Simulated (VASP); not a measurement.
**BeTe (mix): single point with PBE**

The system is BeTe (mix).

```
Be Te
1.0
     0.00000    2.83188    2.83188
     2.83188    0.00000    2.83188
     2.83188    2.83188    0.00000
Be Te
1 1
Direct
  0.00000 0.00000 0.00000
  0.25000 0.25000 0.25000
```

```
Program             : VASP 6.6.1
Task                : single point
Functional          : PBE
Potentials or basis : VASP PAW PBE potentials, release 64 (Be, Te)
Cutoff              : 600 eV
k mesh              : 8 × 8 × 8
Occupations         : gaussian, width 0.02 eV
Spin                : no spin polarisation
```

```
Pressure               : 0.1 GPa
Band gap on the k mesh : 2.01 eV, indirect (least direct gap 3.62 eV)
```

Levels at points of the mesh, in eV from the valence-band top:
```csv
k point,band 1,band 2,band 3,band 4,band 5,band 6,band 7,band 8
"(0.00, 0.00, 0.00)",-12.19,0.00,0.00,0.00,3.62,3.62,3.62,3.70
"(0.50, 0.00, 0.00)",-10.88,-5.43,-1.10,-1.10,3.03,4.60,4.60,7.82
"(0.50, 0.50, 0.00)",-10.41,-5.03,-2.58,-2.58,2.01,2.69,9.60,9.60
```

Run time: 14 s on 1 thread of AMD EPYC 9R45 (Zen 5), on a shared host, peak memory 0.15 GiB.

Caveat: spin-orbit coupling is left out, which moves the levels of the heavy elements. A k mesh can miss the band edges.
